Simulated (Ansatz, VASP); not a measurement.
# Two plane-wave programs on Ir

The input INCAR:

```
SYSTEM = Ir
  PREC = Accurate
  ENCUT = 520
  EDIFF = 1E-7
  ISMEAR = 0
  SIGMA = 0.15
  LREAL = .False.
  LASPH = .True.
  NELM = 100
  ALGO = Normal
  ISIF = 2
  LWAVE = .False.
  LCHARG = .False.
  GGA = PS
  NBANDS = 10
```

The input KPOINTS:

```
Automatic mesh
0
Gamma
  22 22 22
  0 0 0
```

POSCAR

```
Ir
1.0
    0.0000000000      1.9388970000      1.9197000000
    1.9197000000      0.0000000000      1.9197000000
    1.9197000000      1.9388970000      0.0000000000
Ir
1
Direct
    0.0000000000      0.0000000000      0.0000000000
```

Input for Ansatz:

```yaml
crystal:
  lattice:
    - [0.0, 1.938897, 1.9197]
    - [1.9197, 0.0, 1.9197]
    - [1.9197, 1.938897, 0.0]
  atoms:
    - { symbol: Ir, position: [0.0, 0.0, 0.0] }
basis:
  ecutwfc: 420
kpoints:
  mp_grid: { grid: [22, 22, 22] }
hamiltonian:
  xc: pbesol
scf:
  occupations: { method: gaussian, width: 0.15 }
output:
  forces: true
  stress: true
  eigenvalues: true
```

Change from the starting cell: strain +0.0100 x Voigt [0, 1, 0, 0, 0, 0], atoms carried along.

Alike in both runs: task single point; functional PBEsol; k mesh 22 × 22 × 22; occupations gaussian, width 0.15 eV; no spin polarisation.

|  | VASP | Ansatz |
| --- | --- | --- |
| version | VASP 6.6.1 | Ansatz 0.2.0 |
| potentials or method | VASP PAW PBE potentials, release 64 (Ir), cutoff 520 eV | scalar-relativistic, plane waves, PAW |
| valence electrons in the cell | 9 | 17 |

Ansatz gave:

| Quantity | Value |
| --- | --- |
| gap on the k mesh at the Fermi level (eV) | none |
| pressure (GPa) | -6.2 |
| traceless stress, the component that is largest in VASP (GPa) | -2.43 |

Problem. What did VASP give for the same quantities?

Solution. gap on the k mesh at the Fermi level (eV): none; pressure (GPa): -5.3; traceless stress, the component that is largest in VASP (GPa): -2.42.

VASP's potentials were made for PBE, not for PBEsol. A gap of «none» marks a metal or a gap that the smearing closes. VASP's potentials hold 9 valence electrons a cell and Ansatz's 17, so a difference there can come from the potentials and not from the codes.

Neither program's run includes spin-orbit coupling.
